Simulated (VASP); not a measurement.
A run of VASP 6.6.1 is set up as follows.

INCAR

```
  PREC = Accurate
  ENCUT = 520
  EDIFF = 1E-7
  ISMEAR = 0
  SIGMA = 0.1
  LREAL = False
  LASPH = True
  NELM = 80
  ALGO = Normal
  ISIF = 2
  LWAVE = False
  LCHARG = False
  LDIPOL = True
  IDIPOL = 3
  DIPOL = 0.5 0.5 0.490
  GGA = PS
  NBANDS = 32
```

The input KPOINTS:

```
regular mesh
0
Gamma
  9 9 1
```

File POSCAR:

```
Hf3HN3
1.0
    3.1830776025      0.0000000000      0.0000000000
   -1.5915388013      2.7566260660      0.0000000000
    0.0000000000      0.0000000000     25.4974299482
N Hf H
3 3 1
Direct
    0.3333333333      0.6666666667      0.3333669321
    0.0000000000      0.0000000000      0.4352976751
    0.6666666667      0.3333333333      0.5366639123
    0.6666666667      0.3333333333      0.3843323037
    0.3333333333      0.6666666667      0.4879680110
    0.0000000000      0.0000000000      0.5890708274
    0.0000000000      0.0000000000      0.6619132016
```

Potentials or basis: VASP PAW PBE potentials, release 64 (N, Hf_pv, H).

Launch:

```bash
$ cat potpaw_PBE.64/N/POTCAR potpaw_PBE.64/Hf_pv/POTCAR potpaw_PBE.64/H/POTCAR > POTCAR
$ mpirun -np 1 vasp_std > vasp.out
```

**Question.** Estimate the largest force.

**Answer.** 6.566 eV/Å.

**Question.** Estimate the band gap on the k mesh.

**Answer.** 0.05 eV (least direct gap 0.17 eV).

Forces in eV/Å, atoms in the order of the input:
```
N    0.000  0.000  5.040
N    0.000  0.000  1.634
N    0.000  0.000 -0.031
Hf   0.000  0.000 -6.566
Hf   0.000  0.000  0.011
Hf   0.000  0.000 -0.097
H    0.000  0.000  0.010
```

Caveat: the PAW data sets were made with another functional, which shifts forces and pressure a little; spin-orbit coupling is left out, which moves the levels of the heavy elements.
